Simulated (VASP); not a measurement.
# Na (I4/mmm) in VASP: settings compared

Aim: see how the results for Na move with the level of theory and the settings. Levels: PBE, PBEsol, PBE+D3(BJ). Tasks: single point.

Everything below comes from runs of VASP 6.6.1. Logs are shortened: lines on timing, memory, paths and dates and some standing lists are left out, and cuts for length are marked.

### Step 1. The cell of the first run

It takes space group I4/mmm (No. 139, tetragonal). The conventional cell has a = 3.814 Å, b = 3.814 Å, c = 5.327 Å, α = 90.00°, β = 90.00°, γ = 90.00°. Na (site symmetry 4/mmm) has 12 Na at 3.79 to 3.81 Å within 5.0 Å.

### Step 2. Single point, PBE

The input, INCAR:

```
SYSTEM = Na
ALGO     = Normal         ! electronic algorithm
EDIFF    = 1E-6           ! SCF threshold, eV
ENCUT    = 520            ! plane-wave cutoff, eV
GGA      = PE             ! functional
ISIF     = 2              ! what is computed and relaxed
ISMEAR   = 0              ! smearing method
LASPH    = .True.         ! aspherical terms in the spheres
LCHARG   = .False.        ! write CHGCAR
LREAL    = .False.        ! projectors in reciprocal space
LWAVE    = .False.        ! write WAVECAR
NBANDS   = 10             ! bands
NELECT   = 6.0          
NELM     = 60             ! most SCF steps
PREC     = Accurate       ! precision mode
SIGMA    = 0.1            ! smearing width, eV
```

The input, KPOINTS:

```
k-points
0
Gamma
  3 3 3
  0 0 0
```

The input, POSCAR:

```
Na
1.0
   -1.9069882473      1.9069882473      2.6633900286
    1.9069882473     -1.9069882473      2.6633900286
    1.9069882473      1.9069882473     -2.6633900286
Na
1
Direct
    0.0000000000      0.0000000000      0.0000000000
```

Potentials or basis: VASP PAW PBE potentials, release 64 (Na_pv).

Command:

```
cat potpaw_PBE.64/Na_pv/POTCAR > POTCAR
mpirun -np 1 vasp_std > vasp.out
```

OUTCAR:

```text
SYSTEM = Na
   EDIFF = 1E-6
   ENCUT = 520
   GGA = PE
   ISIF = 2
   ISMEAR = 0
   LASPH = .True.
   LREAL = .False.
   NELECT = 6.0
   NELM = 60
   PREC = Accurate

 ion  position               nearest neighbor table
   1  0.000  0.000  0.000-

  LATTYP: Found a body centered tetragonal cell.
 ALAT       =     3.8139764946
 C/A-ratio  =     1.3966473220

  Lattice vectors:

 A1 = (  -1.9069882473,   1.9069882473,   2.6633900286)
 A2 = (   1.9069882473,  -1.9069882473,   2.6633900286)
 A3 = (   1.9069882473,   1.9069882473,  -2.6633900286)

Analysis of symmetry for initial positions (statically):
=====================================================================
 Subroutine PRICEL returns:
 Original cell was already a primitive cell.

 Routine SETGRP: Setting up the symmetry group for a
 body centered tetragonal supercell.

 Subroutine GETGRP returns: Found 16 space group operations
 (whereof 16 operations were pure point group operations)
 out of a pool of 16 trial point group operations.

The static configuration has the point symmetry D_4h.

Analysis of symmetry for dynamics (positions and initial velocities):
=====================================================================
 Subroutine PRICEL returns:
 Original cell was already a primitive cell.

 Routine SETGRP: Setting up the symmetry group for a
 body centered tetragonal supercell.

 Subroutine GETGRP returns: Found 16 space group operations
 (whereof 16 operations were pure point group operations)
 out of a pool of 16 trial point group operations.

The dynamic configuration has the point symmetry D_4h.

 Subroutine INISYM returns: Found 16 space group operations
 (whereof 16 operations are pure point group operations),
 and found     1 'primitive' translations

----------------------------------------------------------------------------------------

                                     Primitive cell

  volume of cell :      38.7428

  direct lattice vectors                    reciprocal lattice vectors
    -1.906988247  1.906988247  2.663390029     0.000000000  0.262193540  0.187730672
     1.906988247 -1.906988247  2.663390029     0.262193540  0.000000000  0.187730672
     1.906988247  1.906988247 -2.663390029     0.262193540  0.262193540  0.000000000

  length of vectors
     3.790363412  3.790363412  3.790363412     0.322472104  0.322472104  0.370797661

  position of ions in fractional coordinates (direct lattice)
     0.000000000  0.000000000  0.000000000

  ion indices of the primitive-cell ions
   primitive index   ion index
                 1           1

----------------------------------------------------------------------------------------

 KPOINTS: k-points

Automatic generation of k-mesh.
 Grid dimensions read from file:
 generate k-points for:    3    3    3

 Generating k-lattice:

  Cartesian coordinates                     Fractional coordinates (reciprocal lattice)
     0.000000000  0.087397847  0.062576891     0.333333333  0.000000000  0.000000000
     0.087397847  0.000000000  0.062576891     0.000000000  0.333333333  0.000000000
     0.087397847  0.087397847  0.000000000     0.000000000  0.000000000  0.333333333

  Length of vectors
     0.107490701  0.107490701  0.123599220

  Shift w.r.t. Gamma in fractional coordinates (k-lattice)
     0.000000000  0.000000000  0.000000000

 Subroutine IBZKPT returns following result:
 ===========================================

 Found      6 irreducible k-points:

 Following reciprocal coordinates:
            Coordinates               Weight
  0.000000  0.000000  0.000000      1.000000
  0.333333  0.000000  0.000000      8.000000
  0.333333  0.333333  0.000000      8.000000
 -0.333333  0.333333  0.000000      4.000000
 -0.333333  0.333333  0.333333      4.000000
 -0.333333 -0.333333  0.333333      2.000000
   k-points           NKPTS =      6   k-points in BZ     NKDIM =      6   number of bands    NBANDS=     10
   number of dos      NEDOS =    301   number of ions     NIONS =      1
   total plane-waves  NPLWV =  21952
   dimension x,y,z NGX =    28 NGY =   28 NGZ =   28
   dimension x,y,z NGXF=    56 NGYF=   56 NGZF=   56
   ions per type =               1
   NGX,Y,Z   is equivalent  to a cutoff of  12.28, 12.28, 12.28 a.u.
   NGXF,Y,Z  is equivalent  to a cutoff of  24.56, 24.56, 24.56 a.u.
 SYSTEM =  Na
   PREC   = accura    normal or accurate (medium, high low for compatibility)
   ISTART =      0    job   : 0-new  1-cont  2-samecut
   ICHARG =      2    charge: 1-file 2-atom 10-const
   ISPIN  =      1    spin polarized calculation?
   LNONCOLLINEAR =      F non collinear calculations
   LSORBIT =      F    spin-orbit coupling
   LASPH  =      T    aspherical Exc in radial PAW
   ENCUT  =  520.0 eV  38.22 Ry    6.18 a.u.   7.05  7.05  7.05*2*pi/ulx,y,z
   NELM   =     60;   NELMIN=  2; NELMDL= -5     # of ELM steps
   EDIFF  = 0.1E-05   stopping-criterion for ELM
   LREAL  =      F    real-space projection
   EDIFFG = 0.1E-04   stopping-criterion for IOM
   NSW    =      0    number of steps for IOM
   IBRION =     -1    ionic relax: 0-MD 1-quasi-New 2-CG
   NFREE  =      0    steps in history (QN), initial steepest desc. (CG)
   ISIF   =      2    stress and relaxation
   ISYM   =      2    0-nonsym 1-usesym 2-fastsym
   POTIM  = 0.5000    time-step for ionic-motion
   TEBEG  =    0.0;   TEEND  =   0.0 temperature during run
   PSTRESS=    0.0 pullay stress
   NELECT =       6.0000    total number of electrons
   NUPDOWN=      -1.0000    fix difference up-down
   EMIN   =  10.00;   EMAX   =-10.00  energy-range for DOS
   EFERMI =   0.00;   METHOD = LEGACY
   ISMEAR =     0;   SIGMA  =   0.10  broadening in eV -4-tet -1-fermi 0-gaus
   EFERMI_NEDOS =   21; number of points for ismear=-14 and -15
   IALGO  =     38    algorithm
   IMIX   =      4    mixing-type and parameters
     AMIX     =   0.40;   BMIX     =  1.00
     AMIX_MAG =   1.60;   BMIX_MAG =  1.00
  volume/ion in A,a.u.               =      38.74       261.45
  Fermi-wavevector in a.u.,A,eV,Ry     =   0.879147  1.661348 10.515943  0.772900
  Thomas-Fermi vector in A             =   1.999331
   LORBIT       =      0    0 simple, 1 ext, 2 COOP (PROOUT), +10 PAW based schemes
   GGA     = PE    functional components
   LHFCALC =     F    Hartree Fock is set to
   AEXX    =    0.0000 exact exchange contribution
   IVDW    =     0    specifies the selected vdW correction
   LEPSILON=     F    determine dielectric tensor
   LRPA    =     F    only Hartree local field effects (RPA)
 non-spin polarized calculation
 Gauss-broadening in eV      SIGMA  =   0.10
  energy-cutoff  :      520.00
  volume of cell :       38.74
 maximum number of plane-waves:      1049
   NGX = 15   NGY = 15   NGZ = 15

 number of electron       5.9999994 magnetization

 Free energy of the ion-electron system (eV)
  ---------------------------------------------------
  ext. energy  EPLUGINS =         0.00000000
  ---------------------------------------------------
  free energy    TOTEN  =        -1.23320252 eV

  energy without entropy =       -1.23320252  energy(sigma->0) =       -1.23320252

 E-fermi : -23.7385     XC(G=0):  -3.8571

 val. band max:      -24.2714720837   @ k =   0.0000   0.0000   0.0000
 cond. band min:      -0.4037572713   @ k =   0.0000   0.0000   0.0000
 fundamental gap:     23.8677148124
 Fermi energy:       -23.7385063691

 k-point     1 :       0.0000    0.0000    0.0000
  band No.  band energies     occupation
      1     -24.2715      2.00000
      2     -24.2715      2.00000
      3     -24.2715      2.00000
      4      -0.4038      0.00000
      5      13.4463      0.00000
      6      13.4469      0.00000
      7      13.5140      0.00000
      8      14.4207      0.00000
      9      14.4428      0.00000
     10      14.4429      0.00000

 k-point     2 :       0.3333    0.0000    0.0000
  band No.  band energies     occupation
      1     -24.2901      2.00000
      2     -24.2744      2.00000
      3     -24.2740      2.00000
      4       1.3621      0.00000
      5       6.4131      0.00000
      6      12.3685      0.00000
      7      12.4857      0.00000
      8      13.8236      0.00000
      9      14.0270      0.00000
     10      14.1798      0.00000

 k-point     3 :       0.3333    0.3333    0.0000
  band No.  band energies     occupation
      1     -24.2883      2.00000
      2     -24.2881      2.00000
      3     -24.2775      2.00000
      4       4.2284      0.00000
      5       5.5934      0.00000
      6       6.1355      0.00000
      7      10.4867      0.00000
      8      11.2744      0.00000
      9      17.0765      0.00000
     10      17.8900      0.00000

 k-point     4 :      -0.3333    0.3333    0.0000
  band No.  band energies     occupation
      1     -24.2891      2.00000
      2     -24.2787      2.00000
      3     -24.2780      2.00000
      4       1.9241      0.00000
      5       8.5615      0.00000
      6       9.7770      0.00000
      7       9.9679      0.00000
      8      10.0103      0.00000
      9      11.6373      0.00000
     10      19.6145      0.00000

 k-point     5 :      -0.3333    0.3333    0.3333
  band No.  band energies     occupation
      1     -24.2883      2.00000
      2     -24.2881      2.00000
      3     -24.2780      2.00000
      4       4.1728      0.00000
      5       5.6859      0.00000
      6       6.2682      0.00000
      7      10.3534      0.00000
      8      11.1406      0.00000
      9      16.8824      0.00000
     10      17.8382      0.00000

 k-point     6 :      -0.3333   -0.3333    0.3333
  band No.  band energies     occupation
      1     -24.2894      2.00000
      2     -24.2788      2.00000
      3     -24.2788      2.00000
      4       1.9818      0.00000
      5       8.7795      0.00000
      6       9.7032      0.00000
      7       9.8709      0.00000
      8       9.8714      0.00000
      9      11.5173      0.00000
     10      19.4786      0.00000

------------------------ aborting loop because EDIFF is reached ----------------------------------------

  FORCE on cell =-STRESS in cart. coord.  units (eV):
  Direction    XX          YY          ZZ          XY          YZ          ZX
  --------------------------------------------------------------------------------------
  -------------------------------------------------------------------------------------
  Total       -2.2863142     -2.2863142     -2.2827040      0.0000000     -0.0000000      0.0000000
  in kB      -94.5487297    -94.5487297    -94.3994344      0.0000000     -0.0000000      0.0000000
  external PRESSURE =     -94.4989646 kB  Pullay stress =       0.0000000 kB

 VOLUME and BASIS-vectors are now :
 -----------------------------------------------------------------------------
  energy-cutoff  :      520.00
  volume of cell :       38.74
      direct lattice vectors                 reciprocal lattice vectors
    -1.906988247  1.906988247  2.663390029     0.000000000  0.262193540  0.187730672
     1.906988247 -1.906988247  2.663390029     0.262193540  0.000000000  0.187730672
     1.906988247  1.906988247 -2.663390029     0.262193540  0.262193540  0.000000000

 POSITION                                       TOTAL-FORCE (eV/Angst)
 -----------------------------------------------------------------------------------
      0.00000      0.00000      0.00000         0.000000      0.000000      0.000000
 -----------------------------------------------------------------------------------
    total drift:                               -0.000000     -0.000000     -0.000000

  FREE ENERGIE OF THE ION-ELECTRON SYSTEM (eV)
  ---------------------------------------------------
  free  energy   TOTEN  =        -1.2332025239 eV

  energy  without entropy=       -1.2332025239  energy(sigma->0) =       -1.23320252
```

Run time: 3.6 s. Hardware: 1 thread of Intel Xeon Platinum 8259CL at 2.50GHz (Skylake/Cascade Lake), shared host; peak memory 0.14 GiB.

The run converged, but its numbers aren't listed here, since they failed a check.

Caveat: the k points lie up to 0.78 Å⁻¹ apart; the cell carries a net charge on a neutralising background, which shifts energy and pressure; the cell is charged against a uniform background, so pressure and absolute levels hang on convention; the mesh shows a gap though the element is a metal.

### Step 3. Single point, PBEsol

This run uses another cell than the first one, of 37.61 Å³/atom, 0.971 times its volume.

The input, INCAR:

```
PREC = Accurate
ENCUT = 520
EDIFF = 1E-7
ISMEAR = 1
SIGMA = 0.1
LREAL = False
LASPH = True
NELM = 60
ALGO = Normal
ISIF = 2
LWAVE = False
LCHARG = False
GGA = PS
NBANDS = 10
```

The input, KPOINTS:

```
Automatic mesh
0
Gamma
  4 4 4
```

The input, POSCAR:

```
Na
1.0
   -1.8882910800      1.8882910800      2.6372766800
    1.8882910800     -1.8882910800      2.6372766800
    1.8882910800      1.8882910800     -2.6372766800
Na
1
Direct
    0.0000000000      0.0000000000      0.0000000000
```

Potentials or basis: VASP PAW PBE potentials, release 64 (Na_pv).

Command:

```
cat potpaw_PBE.64/Na_pv/POTCAR > POTCAR
mpirun -np 1 vasp_std > vasp.out
```

OUTCAR:

```text
PREC = Accurate
   ENCUT = 520
   EDIFF = 1E-7
   ISMEAR = 1
   LREAL = False
   LASPH = True
   NELM = 60
   ISIF = 2
   GGA = PS

 ion  position               nearest neighbor table
   1  0.000  0.000  0.000-

  LATTYP: Found a body centered tetragonal cell.
 ALAT       =     3.7765821600
 C/A-ratio  =     1.3966473220

  Lattice vectors:

 A1 = (  -1.8882910800,   1.8882910800,   2.6372766800)
 A2 = (   1.8882910800,  -1.8882910800,   2.6372766800)
 A3 = (   1.8882910800,   1.8882910800,  -2.6372766800)

Analysis of symmetry for initial positions (statically):
=====================================================================
 Subroutine PRICEL returns:
 Original cell was already a primitive cell.

 Routine SETGRP: Setting up the symmetry group for a
 body centered tetragonal supercell.

 Subroutine GETGRP returns: Found 16 space group operations
 (whereof 16 operations were pure point group operations)
 out of a pool of 16 trial point group operations.

[... 151 lines left out ...]
 cond. band min:       0.6410879270   @ k =   0.5000   0.2500   0.0000
 fundamental gap:      0.9344647118
 Fermi energy:         0.6189394713

 k-point     1 :       0.0000    0.0000    0.0000
  band No.  band energies     occupation
      1     -24.5304      2.00000
      2     -24.5282      2.00000
      3     -24.5282      2.00000
      4      -2.9836      2.00000
      5      11.2569      0.00000
      6      11.2569      0.00000
      7      11.2978      0.00000
      8      12.3498      0.00000
      9      12.8113      0.00000
     10      12.8129      0.00000
[... 144 lines left out ...]
 k-point    13 :       0.5000    0.5000    0.5000
  band No.  band energies     occupation
      1     -24.5623      2.00000
      2     -24.5411      2.00000
      3     -24.5411      2.00000
      4       2.0944     -0.00000
      5       2.6457      0.00000
      6       6.4123      0.00000
      7       7.2393      0.00000
      8       7.2393      0.00000
      9       9.2197      0.00000
     10      20.0168      0.00000

------------------------ aborting loop because EDIFF is reached ----------------------------------------

  FORCE on cell =-STRESS in cart. coord.  units (eV):
  Direction    XX          YY          ZZ          XY          YZ          ZX
  --------------------------------------------------------------------------------------
  -------------------------------------------------------------------------------------
  Total        0.1301987      0.1301987     -0.2464997      0.0000000      0.0000000      0.0000000
  in kB        5.5457931      5.5457931    -10.4996158      0.0000000      0.0000000      0.0000000
  external PRESSURE =       0.1973235 kB  Pullay stress =       0.0000000 kB

 VOLUME and BASIS-vectors are now :
 -----------------------------------------------------------------------------
  energy-cutoff  :      520.00
  volume of cell :       37.61
      direct lattice vectors                 reciprocal lattice vectors
    -1.888291080  1.888291080  2.637276680     0.000000000  0.264789685  0.189589512
     1.888291080 -1.888291080  2.637276680     0.264789685  0.000000000  0.189589512
     1.888291080  1.888291080 -2.637276680     0.264789685  0.264789685  0.000000000

 POSITION                                       TOTAL-FORCE (eV/Angst)
 -----------------------------------------------------------------------------------
      0.00000      0.00000      0.00000         0.000000     -0.000000      0.000000
 -----------------------------------------------------------------------------------
    total drift:                               -0.000000     -0.000000     -0.000000

  FREE ENERGIE OF THE ION-ELECTRON SYSTEM (eV)
  ---------------------------------------------------
  free  energy   TOTEN  =        -1.2936927397 eV

  energy  without entropy=       -1.2887630212  energy(sigma->0) =       -1.29204950
```

Wall time 3.6 s (1 thread of Intel Xeon Platinum 8259CL at 2.50GHz (Skylake/Cascade Lake), shared host); peak memory 0.14 GiB.

What came out:

| Property | Result |
| --- | --- |
| Free energy | -1.2937 eV |
| Pressure | 0.0 GPa |

Stress tensor (GPa, compression positive):
```
 0.55  0.00  0.00
 0.00  0.55  0.00
 0.00  0.00 -1.05
```

Caveat: the k points lie up to 0.59 Å⁻¹ apart; the PAW data sets were made with another functional, which shifts forces and pressure a little.

### Step 4. Single point, PBE

This run uses another cell than the first one, of 37.61 Å³/atom, 0.971 times its volume.

The input, INCAR:

```
ALGO = Normal
EDIFF = 1E-6
ENCUT = 520
GGA = PE
ISIF = 2
ISMEAR = 0
LASPH = True
LCHARG = False
LREAL = False
LWAVE = False
NBANDS = 10
NELM = 60
PREC = Accurate
SIGMA = 0.1
```

The input, KPOINTS:

```
k-points
0
Gamma
  4 4 4
```

Edit POSCAR of step 3 so:

```diff
@@ -8,2 +8,2 @@
 Direct
-    0.0000000000      0.0000000000      0.0000000000
+    0.8930000000      0.0190000000      0.7960000000
```

Command:

```
cat potpaw_PBE.64/Na_pv/POTCAR > POTCAR
mpirun -np 1 vasp_std > vasp.out
```

It took 3.1 s on 1 thread of Intel Xeon Platinum 8259CL at 2.50GHz (Skylake/Cascade Lake), shared host; peak memory 0.14 GiB.

Results (log left out):

```yaml
Free_energy: -1.2140 eV
Pressure: 0.1 GPa
```

Stress tensor (GPa, compression positive):
```
 0.46  0.00  0.00
 0.00  0.46  0.00
 0.00  0.00 -0.54
```

Levels at points of the mesh, in eV from the Fermi level:
| k point | band 1 | band 2 | band 3 | band 4 | band 5 | band 6 | band 7 |
| --- | --- | --- | --- | --- | --- | --- | --- |
| (0.00, 0.00, 0.00) | -25.25 | -25.25 | -25.25 | -3.59 | 10.66 | 10.66 | 10.70 |
| (0.50, 0.00, 0.00) | -25.28 | -25.25 | -25.25 | 0.22 | 0.61 | 9.63 | 9.80 |
| (0.50, 0.50, 0.00) | -25.28 | -25.26 | -25.26 | 1.37 | 1.92 | 5.93 | 6.77 |
| (0.50, 0.50, 0.50) | -25.28 | -25.26 | -25.26 | 1.50 | 2.04 | 5.82 | 6.64 |

Caveat: the k points lie up to 0.59 Å⁻¹ apart.

[end of part 1 of 2]
